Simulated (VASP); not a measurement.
# CH3 in VASP: single point with PBE

Aim: the single point of CH3 with PBE.

Program: VASP 6.6.1. These are calculated values, not measurements. Logs are shortened: lines on timing, memory, paths and dates and some standing lists are left out, and cuts for length are marked.

## Step 1: The cell of the first run

The cell holds a cluster in a box, 4 atoms: a = 9.000 Å, b = 9.400 Å, c = 9.800 Å, α = 90.00°, β = 90.00°, γ = 90.00°.

## Step 2: Single point, PBE, collinear spin, ferromagnetic start

Input file INCAR:

```
SYSTEM = H3C
  PREC = Accurate
  ENCUT = 520
  EDIFF = 1E-6
  ISMEAR = 0
  SIGMA = 0.05
  LREAL = .FALSE.
  LASPH = .TRUE.
  NELM = 200
  ALGO = Normal
  ISIF = 2
  LWAVE = .FALSE.
  LCHARG = .TRUE.
  ISPIN = 2
  MAGMOM = 1 0 0 0
  LORBIT = 11
  GGA = PE
  LELF = .TRUE.
  LVHAR = .TRUE.
  NBANDS = 16
  GGA_COMPAT = .FALSE.
```

Input file KPOINTS:

```
regular mesh
0
G
  1 1 1
  0 0 0
```

Input file POSCAR:

```
H3C
1.0
    9.0000000000      0.0000000000      0.0000000000
    0.0000000000      9.4000000000      0.0000000000
    0.0000000000      0.0000000000      9.8000000000
C H
1 3
Direct
    0.4987330000      0.5017020000      0.4982420000
    0.6205270000      0.4980100000      0.4998440000
    0.4420140000      0.6049740000      0.5009200000
    0.4401380000      0.3951060000      0.5051720000
```

Potentials or basis: VASP PAW PBE potentials, release 64 (C, H).

Launch:

```bash
> cat potpaw_PBE.64/C/POTCAR potpaw_PBE.64/H/POTCAR > POTCAR
> mpirun -np 1 vasp_gam > vasp.out
```

OUTCAR:

```text
SYSTEM = H3C
   PREC = Accurate
   ENCUT = 520
   EDIFF = 1E-6
   ISMEAR = 0
   LREAL = .FALSE.
   LASPH = .TRUE.
   NELM = 200
   ISIF = 2
   ISPIN = 2
   LORBIT = 11
   GGA = PE

 ion  position               nearest neighbor table
   1  0.499  0.502  0.498-   2 1.10   3 1.10   4 1.13
   2  0.621  0.498  0.500-   1 1.10
   3  0.442  0.605  0.501-   1 1.10
   4  0.440  0.395  0.505-   1 1.13

  LATTYP: Found a simple orthorhombic cell.
 ALAT       =     9.0000000000
 B/A-ratio  =     1.0444444444
 C/A-ratio  =     1.0888888889

  Lattice vectors:

 A1 = (   9.0000000000,   0.0000000000,   0.0000000000)
 A2 = (   0.0000000000,   9.4000000000,   0.0000000000)
 A3 = (   0.0000000000,   0.0000000000,   9.8000000000)

Analysis of symmetry for initial positions (statically):
=====================================================================
 Subroutine PRICEL returns:
 Original cell was already a primitive cell.

 Routine SETGRP: Setting up the symmetry group for a
 simple orthorhombic supercell.

 Subroutine GETGRP returns: Found  1 space group operations
 (whereof  1 operations were pure point group operations)
 out of a pool of  8 trial point group operations.

The static configuration has the point symmetry C_1 .

Analysis of symmetry for dynamics (positions and initial velocities):
=====================================================================
 Subroutine PRICEL returns:
 Original cell was already a primitive cell.

 Routine SETGRP: Setting up the symmetry group for a
 simple orthorhombic supercell.

 Subroutine GETGRP returns: Found  1 space group operations
 (whereof  1 operations were pure point group operations)
 out of a pool of  8 trial point group operations.

The dynamic configuration has the point symmetry C_1 .

Analysis of structural, dynamic, and magnetic symmetry:
=====================================================================
 Subroutine PRICEL returns:
 Original cell was already a primitive cell.

 Routine SETGRP: Setting up the symmetry group for a
 simple orthorhombic supercell.

 Subroutine GETGRP returns: Found  1 space group operations
 (whereof  1 operations were pure point group operations)
 out of a pool of  8 trial point group operations.

The overall configuration has the point symmetry C_1 .

 Subroutine INISYM returns: Found  1 space group operations
 (whereof  1 operations are pure point group operations),
 and found     1 'primitive' translations

----------------------------------------------------------------------------------------

                                     Primitive cell

  volume of cell :     829.0800

  direct lattice vectors                    reciprocal lattice vectors
     9.000000000  0.000000000  0.000000000     0.111111111  0.000000000  0.000000000
     0.000000000  9.400000000  0.000000000     0.000000000  0.106382979  0.000000000
     0.000000000  0.000000000  9.800000000     0.000000000  0.000000000  0.102040816

  length of vectors
     9.000000000  9.400000000  9.800000000     0.111111111  0.106382979  0.102040816

  position of ions in fractional coordinates (direct lattice)
     0.498733000  0.501702000  0.498242000
     0.620527000  0.498010000  0.499844000
     0.442014000  0.604974000  0.500920000
     0.440138000  0.395106000  0.505172000

  ion indices of the primitive-cell ions
   primitive index   ion index
                 1           1
                 2           2
                 3           3
                 4           4

----------------------------------------------------------------------------------------

 KPOINTS: regular mesh

Automatic generation of k-mesh.
 Grid dimensions read from file:
 generate k-points for:    1    1    1

 Generating k-lattice:

  Cartesian coordinates                     Fractional coordinates (reciprocal lattice)
     0.111111111  0.000000000  0.000000000     1.000000000  0.000000000  0.000000000
     0.000000000  0.106382979  0.000000000     0.000000000  1.000000000  0.000000000
     0.000000000  0.000000000  0.102040816     0.000000000  0.000000000  1.000000000

  Length of vectors
     0.111111111  0.106382979  0.102040816

  Shift w.r.t. Gamma in fractional coordinates (k-lattice)
     0.000000000  0.000000000  0.000000000

 Subroutine IBZKPT returns following result:
 ===========================================

 Found      1 irreducible k-points:

 Following reciprocal coordinates:
            Coordinates               Weight
  0.000000  0.000000  0.000000      1.000000
   k-points           NKPTS =      1   k-points in BZ     NKDIM =      1   number of bands    NBANDS=     16
   number of dos      NEDOS =    301   number of ions     NIONS =      4
   total plane-waves  NPLWV = 392000
   dimension x,y,z NGX =    70 NGY =   70 NGZ =   80
   dimension x,y,z NGXF=   140 NGYF=  140 NGZF=  160
   ions per type =               1   3
   NGX,Y,Z   is equivalent  to a cutoff of  12.93, 12.38, 13.57 a.u.
   NGXF,Y,Z  is equivalent  to a cutoff of  25.86, 24.76, 27.14 a.u.
 SYSTEM =  H3C
   PREC   = accura    normal or accurate (medium, high low for compatibility)
   ISTART =      0    job   : 0-new  1-cont  2-samecut
   ICHARG =      2    charge: 1-file 2-atom 10-const
   ISPIN  =      2    spin polarized calculation?
   LNONCOLLINEAR =      F non collinear calculations
   LSORBIT =      F    spin-orbit coupling
   LASPH  =      T    aspherical Exc in radial PAW
   ENCUT  =  520.0 eV  38.22 Ry    6.18 a.u.  16.73 17.48 18.22*2*pi/ulx,y,z
   NELM   =    200;   NELMIN=  2; NELMDL= -5     # of ELM steps
   EDIFF  = 0.1E-05   stopping-criterion for ELM
   LREAL  =      F    real-space projection
   EDIFFG = 0.1E-04   stopping-criterion for IOM
   NSW    =      0    number of steps for IOM
   IBRION =     -1    ionic relax: 0-MD 1-quasi-New 2-CG
   NFREE  =      0    steps in history (QN), initial steepest desc. (CG)
   ISIF   =      2    stress and relaxation
   ISYM   =      2    0-nonsym 1-usesym 2-fastsym
   POTIM  = 0.5000    time-step for ionic-motion
   TEBEG  =    0.0;   TEEND  =   0.0 temperature during run
   PSTRESS=    0.0 pullay stress
   NELECT =       7.0000    total number of electrons
   NUPDOWN=      -1.0000    fix difference up-down
   EMIN   =  10.00;   EMAX   =-10.00  energy-range for DOS
   EFERMI =   0.00;   METHOD = LEGACY
   ISMEAR =     0;   SIGMA  =   0.05  broadening in eV -4-tet -1-fermi 0-gaus
   EFERMI_NEDOS =   21; number of points for ismear=-14 and -15
   IALGO  =     38    algorithm
   IMIX   =      4    mixing-type and parameters
     AMIX     =   0.40;   BMIX     =  1.00
     AMIX_MAG =   1.60;   BMIX_MAG =  1.00
  volume/ion in A,a.u.               =     207.27      1398.73
  Fermi-wavevector in a.u.,A,eV,Ry     =   0.333356  0.629952  1.511967  0.111126
  Thomas-Fermi vector in A             =   1.231142
   LORBIT       =     11    0 simple, 1 ext, 2 COOP (PROOUT), +10 PAW based schemes
   GGA     = PE    functional components
   LHFCALC =     F    Hartree Fock is set to
   AEXX    =    0.0000 exact exchange contribution
   IVDW    =     0    specifies the selected vdW correction
   LEPSILON=     F    determine dielectric tensor
   LRPA    =     F    only Hartree local field effects (RPA)
 spin polarized calculation
 Gauss-broadening in eV      SIGMA  =   0.05
  energy-cutoff  :      520.00
  volume of cell :      829.08
 maximum number of plane-waves:     11170
 NGX is ok and might be reduce to    70
   NGX = 33   NGY = 35   NGZ = 37

 number of electron       7.0000000 magnetization       1.0000000

 Free energy of the ion-electron system (eV)
  ---------------------------------------------------
  ext. energy  EPLUGINS =         0.00000000
  ---------------------------------------------------
  free energy    TOTEN  =       -18.11184445 eV

  energy without entropy =      -18.11184445  energy(sigma->0) =      -18.11184445

 E-fermi :  -5.0542     XC(G=0):  -0.7981

 val. band max:       -5.2947330271   @ k =   0.0000   0.0000   0.0000
 cond. band min:      -2.7619229295   @ k =   0.0000   0.0000   0.0000
 fundamental gap:      2.5328100975
 Fermi energy:        -5.0541620061

 spin component 1

 k-point     1 :       0.0000    0.0000    0.0000
  band No.  band energies     occupation
      1     -16.5832      1.00000
      2     -10.1350      1.00000
      3      -9.7731      1.00000
      4      -5.2947      1.00000
      5      -0.6697      0.00000
      6       0.9490      0.00000
      7       1.0509      0.00000
      8       1.0642      0.00000
      9       1.1116      0.00000
     10       1.2504      0.00000
     11       1.4128      0.00000
     12       2.1655      0.00000
     13       2.3854      0.00000
     14       2.5078      0.00000
     15       2.7333      0.00000
 Fermi energy:        -5.0541620061

 spin component 2

 k-point     1 :       0.0000    0.0000    0.0000
  band No.  band energies     occupation
      1     -15.6440      1.00000
      2      -9.8787      1.00000
      3      -9.5133      1.00000
      4      -2.7619      0.00000
      5      -0.4408      0.00000
      6       1.1345      0.00000
      7       1.2170      0.00000
      8       1.2313      0.00000
      9       1.4228      0.00000
     10       1.4946      0.00000
     11       1.6946      0.00000
     12       2.2824      0.00000
     13       2.7056      0.00000
     14       2.8284      0.00000
     15       2.8375      0.00000
 [bands above 15 left out]

------------------------ aborting loop because EDIFF is reached ----------------------------------------

  FORCE on cell =-STRESS in cart. coord.  units (eV):
  Direction    XX          YY          ZZ          XY          YZ          ZX
  --------------------------------------------------------------------------------------
  -------------------------------------------------------------------------------------
  Total       -0.5690821     -1.9089324     -0.0538246     -0.3772684      0.0860494      0.0225123
  in kB       -1.0997376     -3.6889664     -0.1040147     -0.7290622      0.1662884      0.0435045
  external PRESSURE =      -1.6309062 kB  Pullay stress =       0.0000000 kB

 VOLUME and BASIS-vectors are now :
 -----------------------------------------------------------------------------
  energy-cutoff  :      520.00
  volume of cell :      829.08
      direct lattice vectors                 reciprocal lattice vectors
     9.000000000  0.000000000  0.000000000     0.111111111  0.000000000  0.000000000
     0.000000000  9.400000000  0.000000000     0.000000000  0.106382979  0.000000000
     0.000000000  0.000000000  9.800000000     0.000000000  0.000000000  0.102040816

 POSITION                                       TOTAL-FORCE (eV/Angst)
 -----------------------------------------------------------------------------------
      4.48860      4.71600      4.88277        -0.126363     -1.085466      0.171128
      5.58474      4.68129      4.89847        -0.279206      0.124798     -0.041519
      3.97813      5.68676      4.90902         0.009811     -0.451711     -0.023116
      3.96124      3.71400      4.95069         0.395757      1.412379     -0.106493
 -----------------------------------------------------------------------------------
    total drift:                               -0.000077     -0.000158      0.000076

  FREE ENERGIE OF THE ION-ELECTRON SYSTEM (eV)
  ---------------------------------------------------
  free  energy   TOTEN  =       -18.1118444493 eV

  energy  without entropy=      -18.1118444493  energy(sigma->0) =      -18.11184445

 total charge

# of ion       s       p       d       tot
------------------------------------------
    1        0.843   1.628   0.000   2.471
    2        0.633   0.046   0.000   0.679
    3        0.628   0.046   0.000   0.674
    4        0.601   0.039   0.000   0.640
--------------------------------------------------
tot          2.705   1.759   0.000   4.464

 magnetization (x)

# of ion       s       p       d       tot
------------------------------------------
    1        0.031   0.448   0.000   0.479
    2       -0.015   0.008   0.000  -0.008
    3       -0.016   0.008   0.000  -0.008
    4       -0.016   0.006   0.000  -0.010
--------------------------------------------------
tot         -0.016   0.470   0.000   0.454
```

Wall time 2.6 min (1 thread of Intel Xeon Platinum 8488C (Sapphire Rapids), shared host); peak memory 0.97 GiB.

What came out:

```
Free energy                                           : -18.1118 eV
Largest force                                         : 1.471 eV/Å
Gap between the frontier levels                       : 2.53 eV
Net moment                                            : 1.00 μB per cell
Site moments                                          : C +0.48; H -0.01 μB
Valence electrons inside the program's atomic spheres : C 2.47; H 0.68, 0.67, 0.64
```

Forces in eV/Å, atoms in the order of the input:
```
C   -0.126 -1.085  0.171
H   -0.279  0.125 -0.042
H    0.010 -0.452 -0.023
H    0.396  1.412 -0.106
```

Levels at points of the mesh, in eV from the valence-band top:
Spin up:
```csv
k point,band 1,band 2,band 3,band 4,band 5,band 6,band 7,band 8,band 9
"(0.00, 0.00, 0.00)",-11.29,-4.84,-4.48,0.00,4.62,6.24,6.35,6.36,6.41
```
Spin down:
```
           k point  band 1  band 2  band 3  band 4  band 5  band 6
(0.00, 0.00, 0.00)  -10.35   -4.58   -4.22    2.53    4.85    6.43
```
